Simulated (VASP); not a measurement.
# As in VASP: single point with PBE+D3(BJ)

Aim: the single point of As with PBE+D3(BJ).

All numbers are computed with VASP 6.6.1; they aren't measurements. Logs are shortened: lines on timing, memory, paths and dates and some standing lists are left out, and cuts for length are marked.

## 1. The cell of the first run

The cell holds a slab with vacuum, 8 atoms: a = 7.053 Å, b = 7.053 Å, c = 20.280 Å, α = 90.00°, β = 90.00°, γ = 120.00°.

## 2. Single point, PBE+D3(BJ)

The input, INCAR:

```
PREC     = Accurate       # precision mode
ENCUT    = 400            # plane-wave cutoff, eV
EDIFF    = 1E-6           # SCF threshold, eV
ISMEAR   = 0              # smearing method
SIGMA    = 0.04           # smearing width, eV
LREAL    = False          # projectors in reciprocal space
LASPH    = True           # aspherical terms in the spheres
NELM     = 120            # most SCF steps
ALGO     = Normal         # electronic algorithm
ISIF     = 2              # what is computed and relaxed
LWAVE    = False          # write WAVECAR
LCHARG   = True           # write CHGCAR
LDIPOL   = True         
IDIPOL   = 3            
DIPOL    = 0.5 0.5 0.592
GGA      = PE             # functional
IVDW     = 12             # dispersion correction
LELF     = True           # ELF
LVHAR    = True         
LVACPOTAV= True         
NBANDS   = 30             # bands
GGA_COMPAT= False        
NELMDL   = -8
```

The input, KPOINTS:

```
regular mesh
0
Gamma
  6 6 1
```

The input, POSCAR:

```
As
1.0
    0.0000000000      7.0533500539      0.0000000000
   -6.1083803285     -3.5266750270      0.0000000000
    0.0000000000      0.0000000000     20.2800000000
As
8
Direct
    0.1666666667      0.3333333333      0.5580077824
    0.1592055796      0.8307912747      0.5580602568
    0.6633286155      0.3340220712      0.5551071180
    0.6642947101      0.8382176346      0.5580164085
    0.3336249479      0.1668149685      0.6268169291
    0.3301151346      0.6674450409      0.6272026585
    0.8307238330      0.1717250136      0.6268265850
    0.8256935775      0.6636997087      0.6268352794
```

Potentials or basis: VASP PAW PBE potentials, release 64 (As).

Launch:

```bash
cat potpaw_PBE.64/As/POTCAR > POTCAR
mpirun -np 1 vasp_std > vasp.out
```

OUTCAR:

```text
PREC = Accurate
   ENCUT = 400
   EDIFF = 1E-6
   ISMEAR = 0
   LREAL = False
   LASPH = True
   NELM = 120
   ISIF = 2
   GGA = PE
   IVDW = 12
   NELMDL = -8
 IVDW          = 12

 ion  position               nearest neighbor table
   1  0.167  0.333  0.558-   5 2.47   6 2.48   7 2.48
   2  0.159  0.831  0.558-   8 2.47   6 2.48   5 2.48
   3  0.663  0.334  0.555-   5 2.48   7 2.48   8 2.48
   4  0.664  0.838  0.558-   7 2.47   6 2.48   8 2.48
   5  0.334  0.167  0.627-   1 2.47   2 2.48   3 2.48
   6  0.330  0.667  0.627-   1 2.48   2 2.48   4 2.48
   7  0.831  0.172  0.627-   4 2.47   1 2.48   3 2.48
   8  0.826  0.664  0.627-   2 2.47   4 2.48   3 2.48

  LATTYP: Found a hexagonal cell.
 ALAT       =     7.0533500539
 C/A-ratio  =     2.8752294789

  Lattice vectors:

 A1 = (   0.0000000000,   7.0533500539,   0.0000000000)
 A2 = (  -6.1083803285,  -3.5266750270,   0.0000000000)
 A3 = (   0.0000000000,   0.0000000000,  20.2800000000)

Analysis of symmetry for initial positions (statically):
=====================================================================
 Subroutine PRICEL returns:
 Original cell was already a primitive cell.

 Routine SETGRP: Setting up the symmetry group for a
 hexagonal supercell.

 Subroutine GETGRP returns: Found  1 space group operations
 (whereof  1 operations were pure point group operations)
 out of a pool of 24 trial point group operations.

The static configuration has the point symmetry C_1 .

Analysis of symmetry for dynamics (positions and initial velocities):
=====================================================================
 Subroutine PRICEL returns:
 Original cell was already a primitive cell.

 Routine SETGRP: Setting up the symmetry group for a
 hexagonal supercell.

 Subroutine GETGRP returns: Found  1 space group operations
 (whereof  1 operations were pure point group operations)
 out of a pool of 24 trial point group operations.

The dynamic configuration has the point symmetry C_1 .

 Subroutine INISYM returns: Found  1 space group operations
 (whereof  1 operations are pure point group operations),
 and found     1 'primitive' translations

----------------------------------------------------------------------------------------

                                     Primitive cell

  volume of cell :     873.7546

  direct lattice vectors                    reciprocal lattice vectors
     0.000000000  7.053350054  0.000000000    -0.081854759  0.141776602  0.000000000
    -6.108380329 -3.526675027  0.000000000    -0.163709518  0.000000000  0.000000000
     0.000000000  0.000000000 20.280000000     0.000000000  0.000000000  0.049309665

  length of vectors
     7.053350054  7.053350054 20.280000000     0.163709518  0.163709518  0.049309665

  position of ions in fractional coordinates (direct lattice)
     0.166666667  0.333333333  0.558007782
     0.159205580  0.830791275  0.558060257
     0.663328615  0.334022071  0.555107118
     0.664294710  0.838217635  0.558016409
     0.333624948  0.166814968  0.626816929
     0.330115135  0.667445041  0.627202659
     0.830723833  0.171725014  0.626826585
     0.825693577  0.663699709  0.626835279

  ion indices of the primitive-cell ions
   primitive index   ion index
                 1           1
                 2           2
                 3           3
                 4           4
                 5           5
                 6           6
                 7           7
                 8           8

----------------------------------------------------------------------------------------

 KPOINTS: regular mesh

Automatic generation of k-mesh.
 Grid dimensions read from file:
 generate k-points for:    6    6    1

 Generating k-lattice:

  Cartesian coordinates                     Fractional coordinates (reciprocal lattice)
    -0.013642460  0.023629434  0.000000000     0.166666667  0.000000000  0.000000000
    -0.027284920  0.000000000  0.000000000     0.000000000  0.166666667  0.000000000
     0.000000000  0.000000000  0.049309665     0.000000000  0.000000000  1.000000000

  Length of vectors
     0.027284920  0.027284920  0.049309665

  Shift w.r.t. Gamma in fractional coordinates (k-lattice)
     0.000000000  0.000000000  0.000000000

 Subroutine IBZKPT returns following result:
 ===========================================

 Found     20 irreducible k-points:

 Following reciprocal coordinates:
            Coordinates               Weight
  0.000000  0.000000  0.000000      1.000000
  0.166667 -0.000000  0.000000      2.000000
  0.000000  0.166667  0.000000      2.000000
 -0.166667  0.166667  0.000000      2.000000
  0.333333  0.000000  0.000000      2.000000
  0.000000  0.333333  0.000000      2.000000
[... 12 lines left out ...]
  0.500000 -0.166667  0.000000      2.000000
  0.333333  0.333333  0.000000      2.000000
   k-points           NKPTS =     20   k-points in BZ     NKDIM =     20   number of bands    NBANDS=     30
   number of dos      NEDOS =    301   number of ions     NIONS =      8
   total plane-waves  NPLWV = 322560
   dimension x,y,z NGX =    48 NGY =   48 NGZ =  140
   dimension x,y,z NGXF=    96 NGYF=   96 NGZF=  280
   ions per type =               8
   NGX,Y,Z   is equivalent  to a cutoff of  11.31, 11.31, 11.48 a.u.
   NGXF,Y,Z  is equivalent  to a cutoff of  22.63, 22.63, 22.95 a.u.
 SYSTEM =  unknown system
   PREC   = accura    normal or accurate (medium, high low for compatibility)
   ISTART =      0    job   : 0-new  1-cont  2-samecut
   ICHARG =      2    charge: 1-file 2-atom 10-const
   ISPIN  =      1    spin polarized calculation?
   LNONCOLLINEAR =      F non collinear calculations
   LSORBIT =      F    spin-orbit coupling
   LASPH  =      T    aspherical Exc in radial PAW
   ENCUT  =  400.0 eV  29.40 Ry    5.42 a.u.  11.50 11.50 33.07*2*pi/ulx,y,z
   NELM   =    120;   NELMIN=  2; NELMDL= -8     # of ELM steps
   EDIFF  = 0.1E-05   stopping-criterion for ELM
   LREAL  =      F    real-space projection
   EDIFFG = 0.1E-04   stopping-criterion for IOM
   NSW    =      0    number of steps for IOM
   IBRION =     -1    ionic relax: 0-MD 1-quasi-New 2-CG
   NFREE  =      0    steps in history (QN), initial steepest desc. (CG)
   ISIF   =      2    stress and relaxation
   ISYM   =      2    0-nonsym 1-usesym 2-fastsym
   POTIM  = 0.5000    time-step for ionic-motion
   TEBEG  =    0.0;   TEEND  =   0.0 temperature during run
   PSTRESS=    0.0 pullay stress
   NELECT =      40.0000    total number of electrons
   NUPDOWN=      -1.0000    fix difference up-down
   EMIN   =  10.00;   EMAX   =-10.00  energy-range for DOS
   EFERMI =   0.00;   METHOD = LEGACY
   ISMEAR =     0;   SIGMA  =   0.04  broadening in eV -4-tet -1-fermi 0-gaus
   EFERMI_NEDOS =   21; number of points for ismear=-14 and -15
   IALGO  =     38    algorithm
   IMIX   =      4    mixing-type and parameters
     AMIX     =   0.40;   BMIX     =  1.00
     AMIX_MAG =   1.60;   BMIX_MAG =  1.00
  volume/ion in A,a.u.               =     109.22       737.05
  Fermi-wavevector in a.u.,A,eV,Ry     =   0.585641  1.106702  4.666468  0.342976
  Thomas-Fermi vector in A             =   1.631811
   LORBIT       =      0    0 simple, 1 ext, 2 COOP (PROOUT), +10 PAW based schemes
   GGA     = PE    functional components
   LHFCALC =     F    Hartree Fock is set to
   AEXX    =    0.0000 exact exchange contribution
   IVDW    =    12    specifies the selected vdW correction
   LEPSILON=     F    determine dielectric tensor
   LRPA    =     F    only Hartree local field effects (RPA)
 non-spin polarized calculation
 Gauss-broadening in eV      SIGMA  =   0.04
  energy-cutoff  :      400.00
  volume of cell :      873.75
 maximum number of plane-waves:     15900
 NGX is ok and might be reduce to    48
   NGX = 23   NGY = 23   NGZ = 67

 dipolmoment           0.000000      0.000000      0.000011 electrons x Angstroem

 number of electron      39.9999996 magnetization

 dipolmoment           0.000000      0.000000     -0.000099 electrons x Angstroem

 Free energy of the ion-electron system (eV)
  ---------------------------------------------------
  ext. energy  EPLUGINS =         0.00000000
  ---------------------------------------------------
  free energy    TOTEN  =       -37.23216933 eV

  energy without entropy =      -37.23216933  energy(sigma->0) =      -37.23216933

 E-fermi :  -2.9972     XC(G=0):  -2.6207

 val. band max:       -3.1792690942   @ k =   0.0000   0.0000   0.0000
 cond. band min:      -1.7766604107   @ k =  -0.3333   0.3333   0.0000
 fundamental gap:      1.4026086835
 Fermi energy:        -2.9972237551

 k-point     1 :       0.0000    0.0000    0.0000
  band No.  band energies     occupation
      1     -17.1600      2.00000
      2     -14.5470      2.00000
      3     -14.5466      2.00000
      4     -14.5451      2.00000
      5     -12.5608      2.00000
      6     -12.5604      2.00000
[... 22 lines left out ...]
     29       0.3325      0.00000
     30       1.2288      0.00000

 k-point     2 :       0.1667   -0.0000    0.0000
  band No.  band energies     occupation
      1     -17.0620      2.00000
      2     -14.9593      2.00000
      3     -14.6039      2.00000
      4     -14.5870      2.00000
      5     -12.4442      2.00000
      6     -12.4266      2.00000
[... 22 lines left out ...]
     29       0.5543      0.00000
     30       1.0008      0.00000

 k-point     3 :       0.0000    0.1667    0.0000
  band No.  band energies     occupation
      1     -17.0620      2.00000
      2     -14.9592      2.00000
      3     -14.6041      2.00000
      4     -14.5868      2.00000
      5     -12.4444      2.00000
      6     -12.4263      2.00000
[... 550 lines left out ...]
     29       1.0506      0.00000
     30       1.4025      0.00000

 k-point    20 :       0.3333    0.3333    0.0000
  band No.  band energies     occupation
      1     -16.0305      2.00000
      2     -16.0092      2.00000
      3     -16.0068      2.00000
      4     -13.3721      2.00000
      5     -13.3712      2.00000
      6     -10.9471      2.00000
[... 22 lines left out ...]
     29       1.2172      0.00000
     30       1.5516      0.00000

------------------------ aborting loop because EDIFF is reached ----------------------------------------

 Edisp (eV)   -1.73859

 E8    (eV) :    -0.7877

  FORCE on cell =-STRESS in cart. coord.  units (eV):
  Direction    XX          YY          ZZ          XY          YZ          ZX
  --------------------------------------------------------------------------------------
  -------------------------------------------------------------------------------------
  Total       2.52667     2.52628     0.36686    -0.00017    -0.00043    -0.00086
  in kB       4.63308     4.63237     0.67270    -0.00031    -0.00079    -0.00157
  external pressure =        3.31 kB  Pullay stress =        0.00 kB

 VOLUME and BASIS-vectors are now :
 -----------------------------------------------------------------------------
  energy-cutoff  :      400.00
  volume of cell :      873.75
      direct lattice vectors                 reciprocal lattice vectors
     0.000000000  7.053350054  0.000000000    -0.081854759  0.141776602  0.000000000
    -6.108380329 -3.526675027  0.000000000    -0.163709518  0.000000000  0.000000000
     0.000000000  0.000000000 20.280000000     0.000000000  0.000000000  0.049309665

 POSITION                                       TOTAL-FORCE (eV/Angst)
 -----------------------------------------------------------------------------------
     -2.03613      0.00000     11.31640        -0.029000     -0.091316     -0.122939
     -5.07479     -1.80700     11.31746        -0.063261      0.073423     -0.126800
     -2.04033      3.50070     11.25757        -0.000582      0.000553      0.079969
     -5.12015      1.72938     11.31657         0.093448      0.017704     -0.121780
     -1.01897      1.76487     12.71185         0.040099      0.018325      0.064862
     -4.07701     -0.02544     12.71967        -0.001178      0.000051      0.101393
     -1.04896      5.25377     12.71204        -0.034957      0.026097      0.061351
     -4.05413      3.48325     12.71222        -0.004571     -0.044837      0.063943
 -----------------------------------------------------------------------------------
    total drift:                               -0.000116      0.000187     -0.000307

  FREE ENERGIE OF THE ION-ELECTRON SYSTEM (eV)
  ---------------------------------------------------
  free  energy   TOTEN  =       -38.9707577192 eV

  energy  without entropy=      -38.9707577192  energy(sigma->0) =      -38.97075772

 vacuum level on the upper side and lower side of the slab         1.926         1.926
```

Run time: 8.1 min. Hardware: 1 thread of Oxide Virtual Turin-like, shared host; peak memory 0.8 GiB.

What came out:

| Item | Value |
| --- | --- |
| Free energy | -38.9708 eV |
| Largest force | 0.160 eV/Å |
| Band gap on the k mesh | 1.40 eV |
| Dispersion energy per atom | -0.217 eV |

Forces in eV/Å, atoms in the order of the input:
```
As  -0.029 -0.091 -0.123
As  -0.063  0.073 -0.127
As  -0.001  0.001  0.080
As   0.093  0.018 -0.122
As   0.040  0.018  0.065
As  -0.001  0.000  0.101
As  -0.035  0.026  0.061
As  -0.005 -0.045  0.064
```
